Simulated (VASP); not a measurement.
# CsH (Fm-3m) in VASP: notebook, part 2 of 2

VASP 6.6.1. Earlier steps stand in the parts before.

## (4) Single point, r2SCAN

This run uses another cell than the first one, of 16.18 Å³/atom.

Input file POSCAR:

```
CsH
1.0
    0.0000000000      2.5295166001      2.5295166001
    2.5295166001      0.0000000000      2.5295166001
    2.5295166001      2.5295166001      0.0000000000
Cs H
1 1
Direct
    0.0000000000      0.0000000000      0.0000000000
    0.5000000000      0.5000000000      0.5000000000
```

Input file INCAR.step1:

```
PREC = Accurate ; ENCUT = 520
ISMEAR = 0 ; SIGMA = 0.02
LREAL = F ; LASPH = T
NELM = 60 ; NBANDS = 12
GGA = PE ; ALGO = Normal
EDIFF = 1E-4 ; LWAVE = T
LCHARG = F
```

Input file INCAR.step2:

```
PREC = Accurate ; ENCUT = 520
EDIFF = 1E-6 ; ISMEAR = 0
SIGMA = 0.02 ; LREAL = F
LASPH = T ; NELM = 60
ALGO = Normal ; ISIF = 2
LWAVE = F ; LCHARG = T
METAGGA = R2SCAN ; LMIXTAU = T
LELF = T ; LVHAR = T
NBANDS = 12 ; ISTART = 1
```

Input file KPOINTS:

```
regular mesh
0
Gamma
  10 10 10
```

Potentials or basis: VASP PAW PBE potentials, release 64 (Cs_sv, H).

Run with:

```sh
$ cat potpaw_PBE.64/Cs_sv/POTCAR potpaw_PBE.64/H/POTCAR > POTCAR
$ cp INCAR.step1 INCAR
$ mpirun -np 1 vasp_std > vasp.out
$ cp INCAR.step2 INCAR
$ mpirun -np 1 vasp_std > vasp.out
```

OUTCAR:

```text
PREC = Accurate
   ENCUT = 520
   EDIFF = 1E-6
   ISMEAR = 0
   LREAL = F
   LASPH = T
   NELM = 60
   ISIF = 2
   METAGGA = R2SCAN
   ISTART = 1

 ion  position               nearest neighbor table
   1  0.000  0.000  0.000-
   2  0.500  0.500  0.500-

  LATTYP: Found a face centered cubic cell.
 ALAT       =     5.0590332002

  Lattice vectors:

 A1 = (   0.0000000000,   2.5295166001,   2.5295166001)
 A2 = (   2.5295166001,   0.0000000000,   2.5295166001)
 A3 = (   2.5295166001,   2.5295166001,   0.0000000000)

Analysis of symmetry for initial positions (statically):
=====================================================================
 Subroutine PRICEL returns:
 Original cell was already a primitive cell.

 Routine SETGRP: Setting up the symmetry group for a
 face centered cubic supercell.

 Subroutine GETGRP returns: Found 48 space group operations
 (whereof 48 operations were pure point group operations)
 out of a pool of 48 trial point group operations.

The static configuration has the point symmetry O_h .

[... 163 lines left out ...]
 cond. band min:       5.8833509135   @ k =   0.5000   0.5000   0.0000
 fundamental gap:      0.8276132103
 Fermi energy:         5.2184337162

 k-point     1 :       0.0000    0.0000    0.0000
  band No.  band energies     occupation
      1     -19.1082      2.00000
      2      -3.0379      2.00000
      3      -3.0379      2.00000
      4      -3.0379      2.00000
      5       2.0959      2.00000
      6       9.8914      0.00000
      7       9.8914      0.00000
      8       9.8914      0.00000
      9      13.5682      0.00000
     10      13.5682      0.00000
     11      14.2811      0.00000
     12      14.4056      0.00000
[... 331 lines left out ...]
 k-point    24 :       0.4000    0.3000    0.0000
  band No.  band energies     occupation
      1     -18.1229      2.00000
      2      -6.3075      2.00000
      3      -4.4357      2.00000
      4      -4.2270      2.00000
      5       1.7994      2.00000
      6       6.6959      0.00000
      7      12.2371      0.00000
      8      13.2280      0.00000
      9      14.2736      0.00000
     10      16.3860      0.00000
     11      16.9008      0.00000
     12      20.7385      0.00000

 [... further k-points ...]
[... 5 lines left out ...]
  --------------------------------------------------------------------------------------
  -------------------------------------------------------------------------------------
  Total        5.3360920      5.3360920      5.3360920      0.0000000      0.0000000      0.0000000
  in kB      264.1139220    264.1139220    264.1139220      0.0000000      0.0000000      0.0000000
  external PRESSURE =     264.1139220 kB  Pullay stress =       0.0000000 kB

 VOLUME and BASIS-vectors are now :
 -----------------------------------------------------------------------------
  energy-cutoff  :      520.00
  volume of cell :       32.37
      direct lattice vectors                 reciprocal lattice vectors
     0.000000000  2.529516600  2.529516600    -0.197666226  0.197666226  0.197666226
     2.529516600  0.000000000  2.529516600     0.197666226 -0.197666226  0.197666226
     2.529516600  2.529516600  0.000000000     0.197666226  0.197666226 -0.197666226

 POSITION                                       TOTAL-FORCE (eV/Angst)
 -----------------------------------------------------------------------------------
      0.00000      0.00000      0.00000         0.000000     -0.000000     -0.000000
      2.52952      2.52952      2.52952        -0.000000      0.000000      0.000000
 -----------------------------------------------------------------------------------
    total drift:                               -0.000000      0.000000      0.000000

  FREE ENERGIE OF THE ION-ELECTRON SYSTEM (eV)
  ---------------------------------------------------
  free  energy   TOTEN  =       -27.4706898613 eV

  energy  without entropy=      -27.4706898613  energy(sigma->0) =      -27.47068986
```

OUTCAR.step1:

```text
PREC = Accurate
   ENCUT = 520
   ISMEAR = 0
   LREAL = F
   LASPH = T
[... 580 lines left out ...]
 -----------------------------------------------------------------------------------
      0.00000      0.00000      0.00000        -0.000000      0.000000      0.000000
      2.52952      2.52952      2.52952         0.000000     -0.000000     -0.000000
 -----------------------------------------------------------------------------------
    total drift:                               -0.000000      0.000000      0.000000

  FREE ENERGIE OF THE ION-ELECTRON SYSTEM (eV)
  ---------------------------------------------------
  free  energy   TOTEN  =        -3.0066627218 eV

  energy  without entropy=       -3.0066627218  energy(sigma->0) =       -3.00666272
```

OSZICAR.step1:

```text
N       E                     dE             d eps       ncg     rms          rms(c)
DAV:   1     0.399592219591E+02    0.39959E+02   -0.49616E+03  1128   0.758E+02
DAV:   2    -0.193523541165E+01   -0.41894E+02   -0.39818E+02  1404   0.129E+02
DAV:   3    -0.419045900154E+01   -0.22552E+01   -0.22481E+01  1412   0.290E+01
DAV:   4    -0.419967069057E+01   -0.92117E-02   -0.92113E-02  1284   0.201E+00
DAV:   5    -0.419968444782E+01   -0.13757E-04   -0.13757E-04  1400   0.874E-02    0.474E+00
DAV:   6    -0.324430759736E+01    0.95538E+00   -0.71649E-01  1280   0.496E+00    0.214E+00
DAV:   7    -0.300059058366E+01    0.24372E+00   -0.81901E-01  1328   0.447E+00    0.589E-01
DAV:   8    -0.301066316383E+01   -0.10073E-01   -0.65804E-02  1260   0.153E+00    0.265E-01
DAV:   9    -0.300679383175E+01    0.38693E-02   -0.12742E-02  1236   0.631E-01    0.615E-02
DAV:  10    -0.300673322249E+01    0.60609E-04   -0.10236E-03  1296   0.169E-01    0.447E-02
DAV:  11    -0.300666272177E+01    0.70501E-04   -0.22185E-04  1244   0.718E-02
   1 F= -.30066627E+01 E0= -.30066627E+01  d E =-.266486E-32
```

It took 1.7 min on 1 thread of Intel Xeon Platinum 8375C at 2.90GHz (Ice Lake), shared host; peak memory 0.17 GiB.

What came out:

```
Free energy            : -27.4707 eV
Pressure               : 26.4 GPa
Band gap on the k mesh : 0.83 eV (least direct gap 1.21 eV)
```

Caveat: the cell stands under pressure; the PAW data sets were made with another functional, which shifts forces and pressure a little; spin-orbit coupling is left out, which moves the levels of the heavy elements. A k mesh can miss the band edges.

## (5) Single point, r2SCAN

This run uses another cell than the first one, of 10.85 Å³/atom.

Input file POSCAR:

```
CsH
1.0
    0.0000000000      2.2139342774      2.2139342774
    2.2139342774      0.0000000000      2.2139342774
    2.2139342774      2.2139342774      0.0000000000
Cs H
1 1
Direct
    0.0000000000      0.0000000000      0.0000000000
    0.5000000000      0.5000000000      0.5000000000
```

Input file INCAR.step1:

```
PREC = Accurate ; ENCUT = 520
ISMEAR = 0 ; SIGMA = 0.1
LREAL = False ; LASPH = True
NELM = 80 ; NBANDS = 12
GGA = PE ; ALGO = Normal
EDIFF = 1E-4 ; LWAVE = True
LCHARG = False
```

Input file INCAR.step2:

```
PREC = Accurate ; ENCUT = 520
EDIFF = 1E-6 ; ISMEAR = 0
SIGMA = 0.1 ; LREAL = False
LASPH = True ; NELM = 80
ALGO = Normal ; ISIF = 2
LWAVE = False ; LCHARG = False
METAGGA = R2SCAN ; LMIXTAU = True
NBANDS = 12 ; ISTART = 1
```

Input file KPOINTS:

```
Automatic mesh
0
Gamma
  16 16 16
```

Run with:

```sh
$ cat potpaw_PBE.64/Cs_sv/POTCAR potpaw_PBE.64/H/POTCAR > POTCAR
$ cp INCAR.step1 INCAR
$ mpirun -np 1 vasp_std > vasp.out
$ cp INCAR.step2 INCAR
$ mpirun -np 1 vasp_std > vasp.out
```

It took 1.7 min on 1 thread of Intel Xeon Platinum 8375C at 2.90GHz (Ice Lake), shared host; peak memory 0.17 GiB.

It converged, with:

```yaml
Free_energy: -23.9474 eV
Pressure: 97.6 GPa
Band_gap_on_the_k_mesh: zero (bands 5 and 6 overlap by 1.34 eV)
```

Levels at points of the mesh, in eV from the Fermi level:
| k point | band 2 | band 3 | band 4 | band 5 | band 6 | band 7 | band 8 | band 9 |
| --- | --- | --- | --- | --- | --- | --- | --- | --- |
| (0.00, 0.00, 0.00) | -6.62 | -6.62 | -6.62 | -1.76 | 4.91 | 4.91 | 4.91 | 9.43 |
| (0.50, 0.00, 0.00) | -15.99 | -7.71 | -7.71 | 0.53 | 1.44 | 3.67 | 3.67 | 14.38 |
| (0.50, 0.50, 0.00) | -14.47 | -10.04 | -10.04 | -6.79 | -0.81 | 15.15 | 16.47 | 16.55 |

Caveat: the cell stands under pressure; the PAW data sets were made with another functional, which shifts forces and pressure a little; spin-orbit coupling is left out, which moves the levels of the heavy elements.

## (6) Summary

| cell | k mesh | smearing | gap on the mesh (eV) | pressure (GPa) |
| --- | --- | --- | --- | --- |
| a = 4.142 Å, angles 60.0°, 2 atoms | 8 × 8 × 8 | gaussian 0.02 eV | 2.25 | 4.2 |
| a = 3.577 Å, angles 60.0°, 2 atoms | 10 × 10 × 10 | gaussian 0.02 eV | 0.83 | 26.4 |
| a = 3.131 Å, angles 60.0°, 2 atoms | 16 × 16 × 16 | gaussian 0.1 eV | none | 97.6 |

Alike in all rows: task single point; level r2SCAN; potentials or basis VASP PAW PBE potentials, release 64 (Cs_sv, H); no spin polarisation; cutoff (eV) 520.

Caveats: the cell stands under pressure; the PAW data sets were made with another functional, which shifts forces and pressure a little; spin-orbit coupling is left out, which moves the levels of the heavy elements.

Total energies depend on the potentials used, so only differences within one code and one set of settings carry meaning.

The gap in the log of VASP goes by the Fermi energy; the results here count the filled bands.